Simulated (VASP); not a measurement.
# NiN2 (Pnnm) in VASP: single point with PBE

Aim: the single point of NiN2 with PBE.

Everything below comes from runs of VASP 6.6.1. Logs are shortened: lines on timing, memory, paths and dates and some standing lists are left out, and cuts for length are marked.

## Step 1: The cell of the first run

The structure is orthorhombic, space group Pnnm (No. 58). The conventional cell has a = 3.752 Å, b = 4.632 Å, c = 2.866 Å, α = 90.00°, β = 90.00°, γ = 90.00°. Within 2.6 Å of Ni (site symmetry 2/m) lie 6 N at 1.99 to 2.03 Å. N (site symmetry m) has 1 N at 1.27 Å within 1.7 Å.

## Step 2: Single point, PBE

INCAR reads:

```
SYSTEM = NiN2
PREC = Accurate
ENCUT = 600
EDIFF = 1E-6
ISMEAR = 0
SIGMA = 0.1
LREAL = .False.
LASPH = .True.
NELM = 120
ALGO = Normal
ISIF = 2
LWAVE = .False.
LCHARG = .False.
GGA = PE
NBANDS = 37
GGA_COMPAT = .False.
```

KPOINTS reads:

```
Automatic mesh
0
Gamma
  4 4 6
  0 0 0
```

POSCAR reads:

```
NiN2
1.0
    3.7521231753      0.0000000000      0.0000000000
    0.0000000000      4.6318035590      0.0000000000
    0.0000000000      0.0000000000      2.8657805175
Ni N
2 4
Direct
    0.5000000000      0.5000000000      0.5000000000
    0.0000000000      0.0000000000      0.0000000000
    0.3674578402      0.9154561392      0.5000000000
    0.8674578402      0.5845438608      0.0000000000
    0.6325421598      0.0845438608      0.5000000000
    0.1325421598      0.4154561392      0.0000000000
```

Potentials or basis: VASP PAW PBE potentials, release 64 (Ni_sv_GW, N).

Launch:

```bash
$ cat potpaw_PBE.64/Ni_sv_GW/POTCAR potpaw_PBE.64/N/POTCAR > POTCAR
$ mpirun -np 1 vasp_std > vasp.out
```

OUTCAR:

```text
SYSTEM = NiN2
   PREC = Accurate
   ENCUT = 600
   EDIFF = 1E-6
   ISMEAR = 0
   LREAL = .False.
   LASPH = .True.
   NELM = 120
   ISIF = 2
   GGA = PE

 ion  position               nearest neighbor table
   1  0.500  0.500  0.500-   3 1.99   5 1.99   4 2.03   6 2.03   4 2.03   6 2.03
   2  0.000  0.000  0.000-   4 1.99   6 1.99   5 2.03   3 2.03   3 2.03   5 2.03
   3  0.367  0.915  0.500-   5 1.27   1 1.99   2 2.03   2 2.03
   4  0.867  0.585  0.000-   6 1.27   2 1.99   1 2.03   1 2.03
   5  0.633  0.085  0.500-   3 1.27   1 1.99   2 2.03   2 2.03
   6  0.133  0.415  0.000-   4 1.27   2 1.99   1 2.03   1 2.03

  LATTYP: Found a simple orthorhombic cell.
 ALAT       =     2.8657805175
 B/A-ratio  =     1.3092849059
 C/A-ratio  =     1.6162450441

  Lattice vectors:

 A1 = (   0.0000000000,   0.0000000000,   2.8657805175)
 A2 = (   3.7521231753,   0.0000000000,   0.0000000000)
 A3 = (   0.0000000000,   4.6318035590,   0.0000000000)

Analysis of symmetry for initial positions (statically):
=====================================================================
 Subroutine PRICEL returns:
 Original cell was already a primitive cell.

 Routine SETGRP: Setting up the symmetry group for a
 simple orthorhombic supercell.

 Subroutine GETGRP returns: Found  8 space group operations
 (whereof  4 operations were pure point group operations)
 out of a pool of  8 trial point group operations.

The static configuration has the point symmetry C_2h.
 The point group associated with its full space group is D_2h.

Analysis of symmetry for dynamics (positions and initial velocities):
=====================================================================
 Subroutine PRICEL returns:
 Original cell was already a primitive cell.

 Routine SETGRP: Setting up the symmetry group for a
 simple orthorhombic supercell.

 Subroutine GETGRP returns: Found  8 space group operations
 (whereof  4 operations were pure point group operations)
 out of a pool of  8 trial point group operations.

The dynamic configuration has the point symmetry C_2h.
 The point group associated with its full space group is D_2h.

 Subroutine INISYM returns: Found  8 space group operations
 (whereof  4 operations are pure point group operations),
 and found     1 'primitive' translations

----------------------------------------------------------------------------------------

                                     Primitive cell

  volume of cell :      49.8047

  direct lattice vectors                    reciprocal lattice vectors
[... 101 lines left out ...]
   ISIF   =      2    stress and relaxation
   ISYM   =      2    0-nonsym 1-usesym 2-fastsym
   POTIM  = 0.5000    time-step for ionic-motion
   TEBEG  =    0.0;   TEEND  =   0.0 temperature during run
   PSTRESS=    0.0 pullay stress
   NELECT =      56.0000    total number of electrons
   NUPDOWN=      -1.0000    fix difference up-down
   EMIN   =  10.00;   EMAX   =-10.00  energy-range for DOS
   EFERMI =   0.00;   METHOD = LEGACY
   ISMEAR =     0;   SIGMA  =   0.10  broadening in eV -4-tet -1-fermi 0-gaus
   EFERMI_NEDOS =   21; number of points for ismear=-14 and -15
   IALGO  =     38    algorithm
   IMIX   =      4    mixing-type and parameters
     AMIX     =   0.40;   BMIX     =  1.00
     AMIX_MAG =   1.60;   BMIX_MAG =  1.00
  volume/ion in A,a.u.               =       8.30        56.02
  Fermi-wavevector in a.u.,A,eV,Ry     =   1.702345  3.216965 39.429369  2.897977
  Thomas-Fermi vector in A             =   2.782131
   LORBIT       =      0    0 simple, 1 ext, 2 COOP (PROOUT), +10 PAW based schemes
   GGA     = PE    functional components
   LHFCALC =     F    Hartree Fock is set to
   AEXX    =    0.0000 exact exchange contribution
   IVDW    =     0    specifies the selected vdW correction
   LEPSILON=     F    determine dielectric tensor
   LRPA    =     F    only Hartree local field effects (RPA)
 non-spin polarized calculation
 Gauss-broadening in eV      SIGMA  =   0.10
  energy-cutoff  :      600.00
  volume of cell :       49.80
 maximum number of plane-waves:      1682
 NGX is ok and might be reduce to    30
   NGX = 15   NGY = 19   NGZ = 11

 number of electron      55.9999963 magnetization

 Free energy of the ion-electron system (eV)
  ---------------------------------------------------
  ext. energy  EPLUGINS =         0.00000000
  ---------------------------------------------------
  free energy    TOTEN  =       -44.65228691 eV

  energy without entropy =      -44.64093595  energy(sigma->0) =      -44.64661143

 E-fermi :   7.3378     XC(G=0): -12.8711

 val. band max:        7.3014074845   @ k =   0.2500   0.2500   0.3333
 cond. band min:       7.3739588589   @ k =   0.2500   0.2500   0.3333
 fundamental gap:      0.0725513744
 Fermi energy:         7.3377501235

 k-point     1 :       0.0000    0.0000    0.0000
  band No.  band energies     occupation
      1     -96.4943      2.00000
      2     -96.4927      2.00000
      3     -56.9853      2.00000
      4     -56.9817      2.00000
      5     -56.8900      2.00000
      6     -56.8888      2.00000
[... 949 lines left out ...]
     36      18.6237      0.00000
     37      19.6117      0.00000

 [... further k-points ...]

------------------------ aborting loop because EDIFF is reached ----------------------------------------

  FORCE on cell =-STRESS in cart. coord.  units (eV):
  Direction    XX          YY          ZZ          XY          YZ          ZX
  --------------------------------------------------------------------------------------
  -------------------------------------------------------------------------------------
  Total       -0.6027973     -0.7956063     -0.8561797      0.0000000      0.0000000      0.0000000
  in kB      -19.3915162    -25.5940295    -27.5426258      0.0000000      0.0000000      0.0000000
  external PRESSURE =     -24.1760572 kB  Pullay stress =       0.0000000 kB

 VOLUME and BASIS-vectors are now :
 -----------------------------------------------------------------------------
  energy-cutoff  :      600.00
  volume of cell :       49.80
      direct lattice vectors                 reciprocal lattice vectors
     3.752123175  0.000000000  0.000000000     0.266515771  0.000000000  0.000000000
     0.000000000  4.631803559  0.000000000     0.000000000  0.215898621  0.000000000
     0.000000000  0.000000000  2.865780518     0.000000000  0.000000000  0.348945076

 POSITION                                       TOTAL-FORCE (eV/Angst)
 -----------------------------------------------------------------------------------
      1.87606      2.31590      1.43289         0.000000      0.000000      0.000000
      0.00000      0.00000      0.00000         0.000000      0.000000      0.000000
      1.37875      4.24021      1.43289        -0.132809     -0.088465     -0.000000
      3.25481      2.70749      0.00000        -0.132809      0.088465      0.000000
      2.37338      0.39159      1.43289         0.132809      0.088465      0.000000
      0.49731      1.92431      0.00000         0.132809     -0.088465      0.000000
 -----------------------------------------------------------------------------------
    total drift:                                0.000000      0.000000      0.000000

  FREE ENERGIE OF THE ION-ELECTRON SYSTEM (eV)
  ---------------------------------------------------
  free  energy   TOTEN  =       -44.6522869056 eV

  energy  without entropy=      -44.6409359515  energy(sigma->0) =      -44.64661143
```

OSZICAR:

```text
N       E                     dE             d eps       ncg     rms          rms(c)
DAV:   1     0.815082869696E+03    0.81508E+03   -0.33613E+04  4662   0.494E+03
DAV:   2     0.258446983904E+02   -0.78924E+03   -0.75898E+03  4840   0.138E+03
DAV:   3    -0.642557763919E+02   -0.90100E+02   -0.87551E+02  5320   0.488E+02
DAV:   4    -0.679493210136E+02   -0.36935E+01   -0.36679E+01  5216   0.747E+01
DAV:   5    -0.680380098358E+02   -0.88689E-01   -0.88030E-01  4808   0.992E+00    0.429E+01
DAV:   6    -0.993475682512E+02   -0.31310E+02   -0.28764E+02  4208   0.901E+02    0.525E+01
DAV:   7    -0.454990236048E+02    0.53849E+02   -0.12518E+02  4424   0.716E+02    0.147E+01
DAV:   8    -0.447115426616E+02    0.78748E+00   -0.20251E+01  5048   0.139E+02    0.522E+00
DAV:   9    -0.453416077629E+02   -0.63007E+00   -0.55708E+00  4507   0.961E+01    0.884E+00
DAV:  10    -0.446658720258E+02    0.67574E+00   -0.38617E+00  4176   0.844E+01    0.165E+00
DAV:  11    -0.446540877542E+02    0.11784E-01   -0.15143E-01  5302   0.109E+01    0.390E-01
DAV:  12    -0.446561587973E+02   -0.20710E-02   -0.27557E-02  4736   0.646E+00    0.695E-01
DAV:  13    -0.446522842932E+02    0.38745E-02   -0.15424E-02  4752   0.507E+00    0.546E-02
DAV:  14    -0.446523009725E+02   -0.16679E-04   -0.78764E-04  4736   0.269E-01    0.532E-02
DAV:  15    -0.446522866022E+02    0.14370E-04   -0.60016E-05  4568   0.352E-01    0.104E-02
DAV:  16    -0.446522869056E+02   -0.30337E-06   -0.18873E-06  1960   0.534E-02
   1 F= -.44652287E+02 E0= -.44646611E+02  d E =-.113510E-01
```

stdout:

```text
POSCAR found type information on POSCAR NiN
 POSCAR found :  2 types and       6 ions
 scaLAPACK will be used
 LDA part: xc-table for (Slater+PW92), standard interpolation
 POSCAR, INCAR and KPOINTS ok, starting setup
 FFT: planning ... GRIDC
 FFT: planning ... GRID_SOFT
 FFT: planning ... GRID
 WAVECAR not read
 entering main loop
```

Run time: 73 s. Hardware: 1 thread of Intel Xeon 6975P-C (Granite Rapids), shared host; peak memory 0.22 GiB.

What came out:

```yaml
Free_energy: -44.6523 eV
Pressure: -2.4 GPa
Largest_force: 0.160 eV/Å
Band_gap_on_the_k_mesh: zero (bands 28 and 29 overlap by 0.20 eV)
```

Forces on the atoms (eV/Å):
```
Ni   0.000  0.000  0.000
Ni   0.000  0.000  0.000
N   -0.133 -0.088  0.000
N   -0.133  0.088  0.000
N    0.133  0.088  0.000
N    0.133 -0.088  0.000
```

Stress tensor (GPa, compression positive):
```
-1.94  0.00  0.00
 0.00 -2.56  0.00
 0.00  0.00 -2.75
```

Levels at points of the mesh, in eV from the Fermi level:
| k point | band 24 | band 25 | band 26 | band 27 | band 28 | band 29 | band 30 | band 31 | band 32 | band 33 |
| --- | --- | --- | --- | --- | --- | --- | --- | --- | --- | --- |
| (0.00, 0.00, 0.00) | -2.27 | -2.04 | -1.88 | -1.85 | -1.75 | 0.88 | 3.68 | 3.84 | 4.15 | 8.35 |
| (0.50, 0.00, 0.00) | -2.12 | -1.74 | -1.74 | -0.36 | -0.36 | 1.69 | 1.69 | 2.28 | 2.28 | 7.52 |
| (0.00, 0.50, 0.00) | -2.10 | -1.59 | -1.59 | -1.02 | -1.02 | 0.85 | 0.85 | 3.52 | 3.52 | 7.74 |
| (0.50, 0.50, 0.00) | -1.84 | -0.19 | -0.19 | 0.06 | 0.06 | 0.29 | 0.29 | 1.24 | 1.24 | 8.19 |
| (0.00, 0.00, 0.50) | -2.12 | -1.33 | -1.33 | -0.22 | -0.22 | 0.21 | 0.21 | 1.49 | 1.49 | 9.27 |
| (0.50, 0.00, 0.50) | -2.34 | -1.88 | -1.88 | -1.08 | -1.08 | 1.10 | 1.10 | 3.80 | 3.80 | 10.05 |
| (0.00, 0.50, 0.50) | -1.32 | -1.30 | -1.30 | -0.39 | -0.39 | -0.14 | -0.14 | 0.22 | 0.22 | 10.28 |
| (0.50, 0.50, 0.50) | -2.07 | -1.45 | -1.45 | -1.23 | -1.23 | 1.47 | 1.47 | 2.75 | 2.75 | 8.28 |

Caveat: the k points lie up to 0.42 Å⁻¹ apart; the run has no spin polarisation, though such a crystal can be magnetic.
